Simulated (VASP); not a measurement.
Here is a VASP 6.6.1 calculation.

The input INCAR:

```
SYSTEM = Rb
PREC = Accurate ; ENCUT = 520
EDIFF = 1E-6 ; ISMEAR = -1
SIGMA = 0.1 ; LREAL = .FALSE.
LASPH = .TRUE. ; NELM = 80
ALGO = Normal ; ISIF = 2
LWAVE = .FALSE. ; LCHARG = .TRUE.
GGA = RP ; LELF = .TRUE.
LVHAR = .TRUE. ; NBANDS = 16
```

KPOINTS

```
regular mesh
0
G
  6 6 6
  0 0 0
```

Contents of POSCAR:

```
Rb
1.0
    0.0000000000      5.6242987296      5.6242987296
    5.6242987296      0.0000000000      5.6242987296
    5.6242987296      5.6242987296      0.0000000000
Rb
2
Direct
    0.1250000000      0.1250000000      0.1250000000
    0.8750000000      0.8750000000      0.8750000000
```

Potentials or basis: VASP PAW PBE potentials, release 64 (Rb_sv).

The run is started by

```sh
$ cat potpaw_PBE.64/Rb_sv/POTCAR > POTCAR
$ mpirun -np 1 vasp_std > vasp.out
```

Q: What does it give for the pressure?

A: -0.1 GPa.

Q: Estimate the band gap on the k mesh.

A: Zero (band 9 reaches -0.87 eV, above the bottom of band 10 at -0.93 eV).

Caveat: the PAW data sets were made with another functional, which shifts forces and pressure a little.
